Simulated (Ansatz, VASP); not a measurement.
**Two plane-wave programs on Zn**

The input INCAR:

```
PREC     = Accurate       # precision mode
ENCUT    = 520            # plane-wave cutoff, eV
EDIFF    = 1E-7           # SCF threshold, eV
ISMEAR   = -1             # smearing method
SIGMA    = 0.05           # smearing width, eV
LREAL    = F              # projectors in reciprocal space
LASPH    = T              # aspherical terms in the spheres
NELM     = 60             # most SCF steps
ALGO     = Normal         # electronic algorithm
ISIF     = 2              # what is computed and relaxed
LWAVE    = F              # write WAVECAR
LCHARG   = F              # write CHGCAR
GGA      = PE             # functional
NBANDS   = 19             # bands
```

Contents of KPOINTS:

```
Automatic mesh
0
Gamma
  12 12 12
```

Contents of POSCAR:

```
Zn
1.0
    0.0000000000      2.1478943731      2.1478943731
    2.1478943731      0.0000000000      2.1478943731
    2.1478943731      2.1478943731      0.0000000000
Zn
2
Direct
   -0.1250000000     -0.1250000000     -0.1250000000
    0.1250000000      0.1250000000      0.1250000000
```

Input for Ansatz:

```yaml
crystal:
  lattice:
    - [0.0, 2.1478943731, 2.1478943731]
    - [2.1478943731, 0.0, 2.1478943731]
    - [2.1478943731, 2.1478943731, 0.0]
  atoms:
    - { symbol: Zn, position: [-0.125, -0.125, -0.125] }
    - { symbol: Zn, position: [0.125, 0.125, 0.125] }
kpoints:
  mp_grid: { grid: [12, 12, 12] }
  band_path:
    path:
      - [0.0, 0.0, 0.0]
      - [0.5, 0.0, 0.5]
      - [0.625, 0.25, 0.625]
      - [0.375, 0.375, 0.75]
      - [0.0, 0.0, 0.0]
      - [0.5, 0.5, 0.5]
      - [0.5, 0.25, 0.75]
      - [0.5, 0.0, 0.5]
    npoints: 8
scf:
  occupations: { method: fermi_dirac, width: 0.05 }
hamiltonian:
  xc: pbe
  pseudopotentials: { kind: paw }
output:
  forces: true
  stress: true
  eigenvalues: true
  populations: true
  dos: { projected: true, de: 0.2, e_range: [-14, 8] }
```

Change from the starting cell: volume scaled by 0.4, PAW files.

Alike in both runs: task single point; functional PBE; k mesh 12 × 12 × 12; occupations fermi-dirac, width 0.05 eV; no spin polarisation.

```csv
,VASP,Ansatz
version,VASP 6.6.1,Ansatz 0.2.0
potentials or method,"VASP PAW PBE potentials, release 64 (Zn)","PAW with Ansatz's default frozen-core files, scalar-relativistic"
plane-wave cutoff (eV),520,420
valence electrons in the cell,24,24
```

```csv
,VASP,Ansatz,Ansatz less VASP
pressure (GPa),238.6,234.0,-4.55
```

Both programs put the cell under a high pressure, so it lies far from rest at this level. With one functional, cell and mesh, what is left measures potentials, basis and numerics.

Noted on VASP's run: the cell as given lies far from equilibrium.
